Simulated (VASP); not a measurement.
MgO2, 3 atoms in the cell. Symmetry: R-3m, No. 166, trigonal system. Conventional cell: a = 3.242 Å, b = 3.242 Å, c = 10.497 Å, α = 90.00°, β = 90.00°, γ = 120.00°. Mg (site symmetry -3m) has 6 O at 2.13 Å within 2.8 Å. O (site symmetry 3m) has 1 O at 1.49 Å within 2.0 Å. 

| Item | Value |
| --- | --- |
| Program | VASP 6.6.1 |
| Task | single point |
| Functional | PBEsol |
| Potentials or basis | VASP PAW PBE potentials, release 64 (Mg, O) |
| Cutoff | 520 eV |
| k mesh | 12 × 12 × 12 |
| Occupations | gaussian, width 0.02 eV |
| Spin | no spin polarisation |
| Dipole correction | no |
| Further INCAR settings | ALGO = Normal; EDIFF = 1e-07; NBANDS = 14 |

Potentials or basis: VASP PAW PBE potentials, release 64 (Mg, O).

The run is started by

```sh
$ cat potpaw_PBE.64/Mg/POTCAR potpaw_PBE.64/O/POTCAR > POTCAR
$ mpirun -np 1 vasp_std > vasp.out
```

Hardware: 1 thread of Intel(R) Xeon(R) Platinum 8259CL CPU @ 2.50GHz (Skylake/Cascade Lake), with other jobs on the host.

Question: How long does it take, and how much memory?

Answer: Run time: 96 s on 1 thread of Intel(R) Xeon(R) Platinum 8259CL CPU @ 2.50GHz (Skylake/Cascade Lake), on a shared host, peak memory 0.22 GiB. Counts: scf iterations 14, k points 189.
